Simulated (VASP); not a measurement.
# Cu (Fmmm) in VASP: further runs, part 2 of 2

VASP 6.6.1. Earlier steps stand in the parts before.

### Step 3. Single point, PBE (strain +0.1312 x Voigt [1, -1, 0, 0, 0, 0])

File INCAR:

```
SYSTEM = Cu
ALGO     = Fast           ! electronic algorithm
EDIFF    = 1E-6           ! SCF threshold, eV
ENCUT    = 520            ! plane-wave cutoff, eV
GGA      = PE             ! functional
ISIF     = 2              ! what is computed and relaxed
ISMEAR   = 0              ! smearing method
LASPH    = .True.         ! aspherical terms in the spheres
LCHARG   = .False.        ! write CHGCAR
LREAL    = .False.        ! projectors in reciprocal space
LWAVE    = .False.        ! write WAVECAR
NBANDS   = 12             ! bands
NELM     = 80             ! most SCF steps
PREC     = Accurate       ! precision mode
SIGMA    = 0.15           ! smearing width, eV
```

File KPOINTS:

```
k-points
0
Gamma
  22 22 22
  0 0 0
```

File POSCAR:

```
Cu
1.0
    0.0000000000      1.5703560000      1.8075000000
    2.0446440000      0.0000000000      1.8075000000
    2.0446440000      1.5703560000      0.0000000000
Cu
1
Direct
    0.0000000000      0.0000000000      0.0000000000
```

Potentials or basis: VASP PAW PBE potentials, release 64 (Cu).

Launch:

```bash
> cat potpaw_PBE.64/Cu/POTCAR > POTCAR
> mpirun -np 1 vasp_std > vasp.out
```

OUTCAR:

```text
SYSTEM = Cu
   EDIFF = 1E-6
   ENCUT = 520
   GGA = PE
   ISIF = 2
   ISMEAR = 0
   LASPH = .True.
   LREAL = .False.
   NELM = 80
   PREC = Accurate

 ion  position               nearest neighbor table
   1  0.000  0.000  0.000-

  LATTYP: Found a face centered orthorhombic cell.
 ALAT       =     3.1407120000
 B/A-ratio  =     1.1510128913
 C/A-ratio  =     1.3020257827

  Lattice vectors:

 A1 = (  -2.0446440000,   0.0000000000,  -1.8075000000)
 A2 = (  -2.0446440000,   1.5703560000,   0.0000000000)
 A3 = (   0.0000000000,   1.5703560000,  -1.8075000000)

Analysis of symmetry for initial positions (statically):
=====================================================================
 Subroutine PRICEL returns:
 Original cell was already a primitive cell.

 Routine SETGRP: Setting up the symmetry group for a
 face centered orthorhombic supercell.

 Subroutine GETGRP returns: Found  8 space group operations
 (whereof  8 operations were pure point group operations)
 out of a pool of  8 trial point group operations.

The static configuration has the point symmetry D_2h.

Analysis of symmetry for dynamics (positions and initial velocities):
=====================================================================
 Subroutine PRICEL returns:
 Original cell was already a primitive cell.

 Routine SETGRP: Setting up the symmetry group for a
 face centered orthorhombic supercell.

 Subroutine GETGRP returns: Found  8 space group operations
 (whereof  8 operations were pure point group operations)
 out of a pool of  8 trial point group operations.

The dynamic configuration has the point symmetry D_2h.

 Subroutine INISYM returns: Found  8 space group operations
 (whereof  8 operations are pure point group operations),
 and found     1 'primitive' translations

----------------------------------------------------------------------------------------

                                     Primitive cell

  volume of cell :      11.6071

  direct lattice vectors                    reciprocal lattice vectors
     0.000000000  1.570356000  1.807500000    -0.244541348  0.318399140  0.276625173
     2.044644000  0.000000000  1.807500000     0.244541348 -0.318399140  0.276625173
     2.044644000  1.570356000  0.000000000     0.244541348  0.318399140 -0.276625173

  length of vectors
     2.394383891  2.729033773  2.578097565     0.487544839  0.487544839  0.487544839

  position of ions in fractional coordinates (direct lattice)
     0.000000000  0.000000000  0.000000000

  ion indices of the primitive-cell ions
   primitive index   ion index
                 1           1

----------------------------------------------------------------------------------------

 KPOINTS: k-points

Automatic generation of k-mesh.
 Grid dimensions read from file:
 generate k-points for:   22   22   22

 Generating k-lattice:

  Cartesian coordinates                     Fractional coordinates (reciprocal lattice)
    -0.011115516  0.014472688  0.012573871     0.045454545  0.000000000  0.000000000
     0.011115516 -0.014472688  0.012573871     0.000000000  0.045454545  0.000000000
     0.011115516  0.014472688 -0.012573871    -0.000000000 -0.000000000  0.045454545

  Length of vectors
     0.022161129  0.022161129  0.022161129

  Shift w.r.t. Gamma in fractional coordinates (k-lattice)
     0.000000000  0.000000000  0.000000000

 Subroutine IBZKPT returns following result:
 ===========================================

 Found   1530 irreducible k-points:

 Following reciprocal coordinates:
            Coordinates               Weight
  0.000000  0.000000  0.000000      1.000000
  0.045455  0.000000  0.000000      8.000000
  0.090909  0.000000  0.000000      8.000000
  0.136364  0.000000  0.000000      8.000000
  0.181818  0.000000  0.000000      8.000000
  0.227273  0.000000 -0.000000      8.000000
[... 16 lines left out ...]
  0.500000  0.045455  0.000000      8.000000
 -0.454545  0.045455  0.000000      8.000000
 [... further k-points ...]
   k-points           NKPTS =   1530   k-points in BZ     NKDIM =   1530   number of bands    NBANDS=     12
   number of dos      NEDOS =    301   number of ions     NIONS =      1
   total plane-waves  NPLWV =   7200
   dimension x,y,z NGX =    18 NGY =   20 NGZ =   20
   dimension x,y,z NGXF=    36 NGYF=   40 NGZF=   40
   ions per type =               1
   NGX,Y,Z   is equivalent  to a cutoff of  12.50, 12.18, 12.90 a.u.
   NGXF,Y,Z  is equivalent  to a cutoff of  25.00, 24.37, 25.79 a.u.
 SYSTEM =  Cu
   PREC   = accura    normal or accurate (medium, high low for compatibility)
   ISTART =      0    job   : 0-new  1-cont  2-samecut
   ICHARG =      2    charge: 1-file 2-atom 10-const
   ISPIN  =      1    spin polarized calculation?
   LNONCOLLINEAR =      F non collinear calculations
   LSORBIT =      F    spin-orbit coupling
   LASPH  =      T    aspherical Exc in radial PAW
   ENCUT  =  520.0 eV  38.22 Ry    6.18 a.u.   4.45  5.07  4.79*2*pi/ulx,y,z
   NELM   =     80;   NELMIN=  2; NELMDL= -5     # of ELM steps
   EDIFF  = 0.1E-05   stopping-criterion for ELM
   LREAL  =      F    real-space projection
   EDIFFG = 0.1E-04   stopping-criterion for IOM
   NSW    =      0    number of steps for IOM
   IBRION =     -1    ionic relax: 0-MD 1-quasi-New 2-CG
   NFREE  =      0    steps in history (QN), initial steepest desc. (CG)
   ISIF   =      2    stress and relaxation
   ISYM   =      2    0-nonsym 1-usesym 2-fastsym
   POTIM  = 0.5000    time-step for ionic-motion
   TEBEG  =    0.0;   TEEND  =   0.0 temperature during run
   PSTRESS=    0.0 pullay stress
   NELECT =      11.0000    total number of electrons
   NUPDOWN=      -1.0000    fix difference up-down
   EMIN   =  10.00;   EMAX   =-10.00  energy-range for DOS
   EFERMI =   0.00;   METHOD = LEGACY
   ISMEAR =     0;   SIGMA  =   0.15  broadening in eV -4-tet -1-fermi 0-gaus
   EFERMI_NEDOS =   21; number of points for ismear=-14 and -15
   IALGO  =     68    algorithm
   IMIX   =      4    mixing-type and parameters
     AMIX     =   0.40;   BMIX     =  1.00
     AMIX_MAG =   1.60;   BMIX_MAG =  1.00
  volume/ion in A,a.u.               =      11.61        78.33
  Fermi-wavevector in a.u.,A,eV,Ry     =   1.608043  3.038761 35.181980  2.585803
  Thomas-Fermi vector in A             =   2.703975
   LORBIT       =      0    0 simple, 1 ext, 2 COOP (PROOUT), +10 PAW based schemes
   GGA     = PE    functional components
   LHFCALC =     F    Hartree Fock is set to
   AEXX    =    0.0000 exact exchange contribution
   IVDW    =     0    specifies the selected vdW correction
   LEPSILON=     F    determine dielectric tensor
   LRPA    =     F    only Hartree local field effects (RPA)
 non-spin polarized calculation
 RMM-DIIS sequential band-by-band and
 Gauss-broadening in eV      SIGMA  =   0.15
  energy-cutoff  :      520.00
  volume of cell :       11.61
 maximum number of plane-waves:       324
 NGX is ok and might be reduce to    18
   NGX =  9   NGY = 11   NGZ =  9

 number of electron      10.9999999 magnetization

 Free energy of the ion-electron system (eV)
  ---------------------------------------------------
  ext. energy  EPLUGINS =         0.00000000
  ---------------------------------------------------
  free energy    TOTEN  =        -3.65351768 eV

  energy without entropy =       -3.65042360  energy(sigma->0) =       -3.65197064

 E-fermi :   7.7949     XC(G=0): -12.8226

 val. band max:        7.7903710588   @ k =   0.3182  -0.4545   0.1818
 cond. band min:       7.7994004101   @ k =  -0.0909   0.4091   0.4545
 fundamental gap:      0.0090293513
 Fermi energy:         7.7949449082

 k-point     1 :       0.0000    0.0000    0.0000
  band No.  band energies     occupation
      1      -1.6721      2.00000
      2       4.1481      2.00000
      3       4.8868      2.00000
      4       4.9295      2.00000
      5       5.3732      2.00000
      6       5.9403      2.00000
      7      31.5606      0.00000
      8      32.4471      0.00000
      9      33.5876      0.00000
     10      34.7148      0.00000
     11      35.6524      0.00000
     12      36.2024      0.00000
[... 331 lines left out ...]
 k-point    24 :      -0.4545    0.0455    0.0000
  band No.  band energies     occupation
      1       2.6879      2.00000
      2       4.1480      2.00000
      3       5.2565      2.00000
      4       5.7871      2.00000
      5       6.1646      2.00000
      6       7.1060      2.00000
      7      12.1812      0.00000
      8      24.6446      0.00000
      9      28.2607      0.00000
     10      30.1488      0.00000
     11      36.0092      0.00000
     12      36.8837      0.00000

 [... further k-points ...]
[... 5 lines left out ...]
  --------------------------------------------------------------------------------------
  -------------------------------------------------------------------------------------
  Total       -0.3064683      0.7950526      1.0958351      0.0000000     -0.0000000      0.0000000
  in kB      -42.3030796    109.7443925    151.2626411      0.0000000     -0.0000000      0.0000000
  external PRESSURE =      72.9013180 kB  Pullay stress =       0.0000000 kB

 VOLUME and BASIS-vectors are now :
 -----------------------------------------------------------------------------
  energy-cutoff  :      520.00
  volume of cell :       11.61
      direct lattice vectors                 reciprocal lattice vectors
     0.000000000  1.570356000  1.807500000    -0.244541348  0.318399140  0.276625173
     2.044644000  0.000000000  1.807500000     0.244541348 -0.318399140  0.276625173
     2.044644000  1.570356000  0.000000000     0.244541348  0.318399140 -0.276625173

 POSITION                                       TOTAL-FORCE (eV/Angst)
 -----------------------------------------------------------------------------------
      0.00000      0.00000      0.00000         0.000000      0.000000      0.000000
 -----------------------------------------------------------------------------------
    total drift:                                0.000000      0.000000      0.000000

  FREE ENERGIE OF THE ION-ELECTRON SYSTEM (eV)
  ---------------------------------------------------
  free  energy   TOTEN  =        -3.6535176780 eV

  energy  without entropy=       -3.6504236025  energy(sigma->0) =       -3.65197064
```

Run time: 2.1 min. Hardware: 1 thread of Intel Xeon Platinum 8488C (Sapphire Rapids), shared host; peak memory 0.3 GiB.

What came out:

* Free energy: -3.6535 eV
* Pressure: 7.3 GPa

Caveat: the cell differs from its parent crystal (strain +0.1312 x Voigt [1, -1, 0, 0, 0, 0]).

### Step 4. Single point, PBE (strain +0.1125 x Voigt [1, -1, 0, 0, 0, 0])

File INCAR:

```
SYSTEM = Cu
PREC = Accurate
ENCUT = 520
EDIFF = 1E-6
ISMEAR = 0
SIGMA = 0.15
LREAL = .FALSE.
LASPH = .TRUE.
NELM = 100
ALGO = Fast
ISIF = 2
LWAVE = .FALSE.
LCHARG = .FALSE.
GGA = PE
NBANDS = 12
```

File KPOINTS:

```
regular mesh
0
G
  22 22 22
  0 0 0
```

File POSCAR:

```
Cu
1.0
    0.0000000000      1.6041562500      1.8075000000
    2.0108437500      0.0000000000      1.8075000000
    2.0108437500      1.6041562500      0.0000000000
Cu
1
Direct
    0.0000000000      0.0000000000      0.0000000000
```

Launch:

```bash
> cat potpaw_PBE.64/Cu/POTCAR > POTCAR
> mpirun -np 1 vasp_std > vasp.out
```

Wall time 2.4 min (1 thread of Intel Xeon Platinum 8488C (Sapphire Rapids), shared host); peak memory 0.31 GiB.

Results (log left out):

| Quantity | Value |
| --- | --- |
| Free energy | -3.6737 eV |
| Pressure | 5.9 GPa |

Stress tensor (GPa, compression positive):
```
-3.16  0.00  0.00
 0.00  9.36  0.00
 0.00  0.00 11.60
```

Levels at points of the mesh, in eV from the Fermi level:
| k point | band 2 | band 3 | band 4 | band 5 | band 6 | band 7 | band 8 | band 9 |
| --- | --- | --- | --- | --- | --- | --- | --- | --- |
| (0.00, 0.00, 0.00) | -3.57 | -2.91 | -2.79 | -2.50 | -1.88 | 23.45 | 25.02 | 25.65 |
| (0.50, 0.00, 0.00) | -3.57 | -2.60 | -1.84 | -1.49 | -0.91 | 4.01 | 17.46 | 21.84 |
| (0.50, 0.50, 0.00) | -4.24 | -1.92 | -1.86 | -1.19 | 1.41 | 7.10 | 13.70 | 14.08 |
| (0.50, 0.00, 0.50) | -4.54 | -1.73 | -1.67 | -1.26 | 4.40 | 10.48 | 10.51 | 10.91 |
| (0.00, 0.50, 0.50) | -4.41 | -1.67 | -1.67 | -1.46 | -0.55 | 4.51 | 16.14 | 16.19 |

Caveat: the cell differs from its parent crystal (strain +0.1125 x Voigt [1, -1, 0, 0, 0, 0]).

### Step 5. Summary

| cell | gap on the mesh (eV) | pressure (GPa) |
| --- | --- | --- |
| a = 2.755, b = 2.372, c = 2.585 Å, angles 67.4, 52.6, 60.0°, 1 atom | none | 8.9 |
| a = 2.394, b = 2.729, c = 2.578 Å, angles 53.5, 66.5, 60.0°, 1 atom | none | 7.3 |
| a = 2.417, b = 2.704, c = 2.572 Å, angles 54.5, 65.5, 60.0°, 1 atom | none | 5.9 |

Alike in all rows: task single point; level PBE; potentials or basis VASP PAW PBE potentials, release 64 (Cu); no spin polarisation; k mesh 22 × 22 × 22; cutoff (eV) 520; smearing gaussian 0.15 eV.

Absolute energies hang on the potentials; compare differences alone.
